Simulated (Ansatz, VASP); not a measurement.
One calculation of RbCl, two programs

```
CELL_PARAMETERS angstrom
0.00000 3.34800 3.34800
3.34800 0.00000 3.34800
3.34800 3.34800 0.00000
ATOMIC_POSITIONS crystal
Rb 0.00000 0.00000 0.00000
Cl 0.50000 0.50000 0.50000
```

Alike in both runs: functional PBE; k mesh 6 × 6 × 6; occupations gaussian, width 0.02 eV; no spin polarisation.

Ansatz relaxed the structure, and its values are those at the end. VASP's run is a single point on that final structure, the one shown.

|  | VASP | Ansatz |
| --- | --- | --- |
| version | VASP 6.6.1 | Ansatz 0.2.0 |
| potentials or method | VASP PAW PBE potentials, release 64 (Rb_sv, Cl), cutoff 500 eV | scalar-relativistic, plane waves, PAW |
| valence electrons in the cell | 16 | 16 |

|  | VASP | Ansatz | Ansatz less VASP |
| --- | --- | --- | --- |
| gap on the k mesh at the Fermi level (eV) | 4.84 | 4.84 | +0.003 |
| least direct gap on the mesh (eV) | 4.84 | 4.84 | +0.003 |
| pressure (GPa) | 0.0 | 0.0 | +0.01 |
